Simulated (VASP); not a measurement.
# TiN (Fm-3m) in VASP: single point with PBE

Aim: the single point of TiN with PBE.

Program: VASP 6.6.1. These are calculated values, not measurements. Logs are shortened: lines on timing, memory, paths and dates and some standing lists are left out, and cuts for length are marked.

### 1 The cell of the first run

Symmetry: Fm-3m, No. 225, cubic system. Conventional cell: a = 4.244 Å, b = 4.244 Å, c = 4.244 Å, α = 90.00°, β = 90.00°, γ = 90.00°. Within 2.8 Å of Ti (site symmetry m-3m) lie 6 N at 2.12 Å. N (site symmetry m-3m) has 6 Ti at 2.12 Å within 2.8 Å.

### 2 Single point, PBE, collinear spin

INCAR reads:

```
SYSTEM = TiN
PREC = Accurate
ENCUT = 520
EDIFF = 1E-7
ISMEAR = -1
SIGMA = 0.05
LREAL = .FALSE.
LASPH = .TRUE.
NELM = 150
ALGO = Normal
ISIF = 2
LWAVE = .FALSE.
LCHARG = .TRUE.
ISPIN = 2
MAGMOM = 1 1 0 0
LORBIT = 11
LMAXMIX = 4
GGA = PE
LELF = .TRUE.
LVHAR = .TRUE.
ISYM = 0
NBANDS = 29
```

KPOINTS reads:

```
Automatic mesh
0
G
  5 9 9
  0 0 0
```

POSCAR reads:

```
TiN
1.0
    0.0000000000      4.2440000000      4.2440000000
    2.1220000000      0.0000000000      2.1220000000
    2.1220000000      2.1220000000      0.0000000000
Ti N
2 2
Direct
    0.0000000000      0.0000000000      0.0000000000
    0.5000000000      0.0000000000      0.0000000000
    0.2500000000      0.5000000000      0.5000000000
    0.7500000000      0.5000000000      0.5000000000
```

Potentials or basis: VASP PAW PBE potentials, release 64 (Ti_sv, N).

Launch:

```bash
cat potpaw_PBE.64/Ti_sv/POTCAR potpaw_PBE.64/N/POTCAR > POTCAR
mpirun -np 1 vasp_std > vasp.out
```

OUTCAR:

```text
SYSTEM = TiN
   PREC = Accurate
   ENCUT = 520
   EDIFF = 1E-7
   ISMEAR = -1
   LREAL = .FALSE.
   LASPH = .TRUE.
   NELM = 150
   ISIF = 2
   ISPIN = 2
   LORBIT = 11
   GGA = PE
   ISYM = 0

 ion  position               nearest neighbor table
   1  0.000  0.000  0.000-   4 2.12   3 2.12   4 2.12   3 2.12   4 2.12   3 2.12
   2  0.500  0.000  0.000-   3 2.12   3 2.12   4 2.12   3 2.12   4 2.12   4 2.12
   3  0.250  0.500  0.500-   1 2.12   1 2.12   2 2.12   1 2.12   2 2.12   2 2.12
   4  0.750  0.500  0.500-   2 2.12   1 2.12   2 2.12   1 2.12   2 2.12   1 2.12

IMPORTANT INFORMATION: All symmetrisations will be switched off!
NOSYMM: (Re-)initialisation of all symmetry stuff for point group C_1.

----------------------------------------------------------------------------------------

                                     Primitive cell

  volume of cell :      38.2205

  direct lattice vectors                    reciprocal lattice vectors
     0.000000000  4.244000000  4.244000000    -0.117813384  0.117813384  0.117813384
     2.122000000  0.000000000  2.122000000     0.235626767 -0.235626767  0.235626767
     2.122000000  2.122000000  0.000000000     0.235626767  0.235626767 -0.235626767

  length of vectors
     6.001922359  3.000961179  3.000961179     0.204058766  0.408117532  0.408117532

  position of ions in fractional coordinates (direct lattice)
     0.000000000  0.000000000  0.000000000
     0.500000000  0.000000000  0.000000000
     0.250000000  0.500000000  0.500000000
     0.750000000  0.500000000  0.500000000

  ion indices of the primitive-cell ions
   primitive index   ion index
                 1           1
                 2           2
                 3           3
                 4           4

----------------------------------------------------------------------------------------

 KPOINTS: Automatic mesh

Automatic generation of k-mesh.
 Grid dimensions read from file:
 generate k-points for:    5    9    9

 Generating k-lattice:

  Cartesian coordinates                     Fractional coordinates (reciprocal lattice)
    -0.023562677  0.023562677  0.023562677     0.200000000  0.000000000  0.000000000
     0.026180752 -0.026180752  0.026180752     0.000000000  0.111111111  0.000000000
     0.026180752  0.026180752 -0.026180752     0.000000000  0.000000000  0.111111111

  Length of vectors
     0.040811753  0.045346392  0.045346392

  Shift w.r.t. Gamma in fractional coordinates (k-lattice)
     0.000000000  0.000000000  0.000000000

 -----------------------------------------------------------------------------
|                                                                             |
|           W    W    AA    RRRRR   N    N  II  N    N   GGGG   !!!           |
|           W    W   A  A   R    R  NN   N  II  NN   N  G    G  !!!           |
[... 98 lines left out ...]
   LRPA    =     F    only Hartree local field effects (RPA)
 spin polarized calculation
  energy-cutoff  :      520.00
  volume of cell :       38.22
 maximum number of plane-waves:      1050
 NGX is ok and might be reduce to    48
   NGX = 23   NGY = 11   NGZ = 11

 number of electron      34.0000004 magnetization      -0.0000673

 number of electron      34.0000004 magnetization       0.0000018

 Free energy of the ion-electron system (eV)
  ---------------------------------------------------
  ext. energy  EPLUGINS =         0.00000000
  ---------------------------------------------------
  free energy    TOTEN  =       -39.28467136 eV

  energy without entropy =      -39.27190781  energy(sigma->0) =      -39.27828958

 E-fermi :  11.4280     XC(G=0): -13.0115

 val. band max:       11.4201366616   @ k =   0.2000   0.3333   0.0000
 cond. band min:      11.4601939693   @ k =   0.2000   0.2222   0.4444
 fundamental gap:      0.0400573077
 Fermi energy:        11.4280483917

 spin component 1

 k-point     1 :       0.0000    0.0000    0.0000
  band No.  band energies     occupation
      1     -46.4489      1.00000
      2     -46.3528      1.00000
      3     -23.0705      1.00000
      4     -22.4843      1.00000
      5     -22.4829      1.00000
      6     -22.4320      1.00000
[... 757 lines left out ...]
     28      18.7167      0.00000
     29      24.7151      0.00000

 [... further k-points ...]

 spin component 2

 k-point     1 :       0.0000    0.0000    0.0000
  band No.  band energies     occupation
      1     -46.4489      1.00000
      2     -46.3528      1.00000
      3     -23.0705      1.00000
      4     -22.4843      1.00000
      5     -22.4829      1.00000
      6     -22.4320      1.00000
[... 757 lines left out ...]
     28      18.7167      0.00000
     29      24.7128      0.00000

 [... further k-points ...]
[... 5 lines left out ...]
  --------------------------------------------------------------------------------------
  -------------------------------------------------------------------------------------
  Total        0.0975620      0.3130025      0.3130032      0.0186521     -0.0742011      0.0186525
  in kB        4.0897329     13.1208578     13.1208867      0.7818856     -3.1104615      0.7818991
  external PRESSURE =      10.1104925 kB  Pullay stress =       0.0000000 kB

 VOLUME and BASIS-vectors are now :
 -----------------------------------------------------------------------------
  energy-cutoff  :      520.00
  volume of cell :       38.22
      direct lattice vectors                 reciprocal lattice vectors
     0.000000000  4.244000000  4.244000000    -0.117813384  0.117813384  0.117813384
     2.122000000  0.000000000  2.122000000     0.235626767 -0.235626767  0.235626767
     2.122000000  2.122000000  0.000000000     0.235626767  0.235626767 -0.235626767

 POSITION                                       TOTAL-FORCE (eV/Angst)
 -----------------------------------------------------------------------------------
      0.00000      0.00000      0.00000        -0.000000     -0.000000     -0.000000
      0.00000      2.12200      2.12200         0.000000      0.000001      0.000000
      2.12200      2.12200      2.12200        -0.000001      0.000001      0.000001
      2.12200      4.24400      4.24400         0.000001     -0.000001     -0.000001
 -----------------------------------------------------------------------------------
    total drift:                                0.000000      0.000000      0.000000

  FREE ENERGIE OF THE ION-ELECTRON SYSTEM (eV)
  ---------------------------------------------------
  free  energy   TOTEN  =       -39.2846713556 eV

  energy  without entropy=      -39.2719078109  energy(sigma->0) =      -39.27828958

 total charge

# of ion       s       p       d       tot
------------------------------------------
    1        2.183   6.227   1.969  10.378
    2        2.183   6.227   1.969  10.378
    3        1.247   2.506   0.000   3.753
    4        1.247   2.506   0.000   3.753
--------------------------------------------------
tot          6.859  17.467   3.937  28.263

 magnetization (x)

# of ion       s       p       d       tot
------------------------------------------
    1        0.000  -0.000   0.000   0.000
    2        0.000  -0.000   0.000   0.000
    3        0.000   0.000   0.000   0.000
    4        0.000   0.000   0.000   0.000
--------------------------------------------------
tot          0.000   0.000   0.000   0.000
```

OSZICAR:

```text
N       E                     dE             d eps       ncg     rms          rms(c)
DAV:   1     0.405548976052E+03    0.40555E+03   -0.16225E+04 23612   0.147E+03
DAV:   2    -0.145155000184E+01   -0.40700E+03   -0.38087E+03 24116   0.440E+02
[... 13 lines left out ...]
DAV:  16    -0.392846767308E+02    0.13525E-04   -0.15204E-05 29822   0.244E-02    0.272E-02
DAV:  17    -0.392846721885E+02    0.45423E-05   -0.64671E-06 31199   0.129E-02    0.965E-03
DAV:  18    -0.392846720158E+02    0.17271E-06   -0.42432E-07 21887   0.401E-03    0.674E-03
DAV:  19    -0.392846714850E+02    0.53078E-06   -0.67450E-07 27628   0.590E-03    0.234E-03
DAV:  20    -0.392846713622E+02    0.12278E-06   -0.14254E-07 18376   0.226E-03    0.423E-04
DAV:  21    -0.392846713556E+02    0.66702E-08   -0.78186E-09 15279   0.635E-04
   1 F= -.39284671E+02 E0= -.39278290E+02  d E =-.127635E-01  mag=     0.0000
```

stdout:

```text
POSCAR found type information on POSCAR TiN
 POSCAR found :  2 types and       4 ions
 scaLAPACK will be used
 LDA part: xc-table for (Slater+PW92), standard interpolation
 -----------------------------------------------------------------------------
|                                                                             |
|           W    W    AA    RRRRR   N    N  II  N    N   GGGG   !!!           |
|           W    W   A  A   R    R  NN   N  II  NN   N  G    G  !!!           |
|           W    W  A    A  R    R  N N  N  II  N N  N  G       !!!           |
|           W WW W  AAAAAA  RRRRR   N  N N  II  N  N N  G  GGG   !            |
|           WW  WW  A    A  R   R   N   NN  II  N   NN  G    G                |
|           W    W  A    A  R    R  N    N  II  N    N   GGGG   !!!           |
|                                                                             |
|     Your reciprocal lattice and k-lattice belong to different lattice       |
|     classes:                                                                |
|                                                                             |
|        The reciprocal lattice is rhombohedral (trigonal),                   |
|        whereas your k-lattice is base-centered monoclinic.                  |
|                                                                             |
|     Results are often still useful ...                                      |
|                                                                             |
 -----------------------------------------------------------------------------

 POSCAR, INCAR and KPOINTS ok, starting setup
 FFT: planning ... GRIDC
 FFT: planning ... GRID_SOFT
 FFT: planning ... GRID
 WAVECAR not read
 entering main loop
```

It took 6.7 min on 1 thread of AMD EPYC 9R45 (Zen 5), shared host; peak memory 0.4 GiB.

Results:

- Free energy: -39.2847 eV
- Pressure: 1.0 GPa
- Band gap on the k mesh: zero (filled and empty bands overlap)
- Net moment: 0.00 μB per cell
- Valence electrons inside the program's atomic spheres: Ti 10.38; N 3.75

Levels at points of the mesh, in eV from the Fermi level:
Spin up:
```
           k point  band 13  band 14  band 15  band 16  band 17  band 18  band 19  band 20  band 21  band 22
(0.00, 0.00, 0.00)    -5.47    -2.05    -2.04    -2.04    -0.62    -0.62    -0.61     0.57     0.57     1.67
```
Spin down:
```csv
k point,band 13,band 14,band 15,band 16,band 17,band 18,band 19,band 20,band 21,band 22
"(0.00, 0.00, 0.00)",-5.47,-2.05,-2.04,-2.04,-0.62,-0.62,-0.61,0.57,0.57,1.67
```

The gap in the log of VASP goes by the Fermi energy; the results here count the filled bands.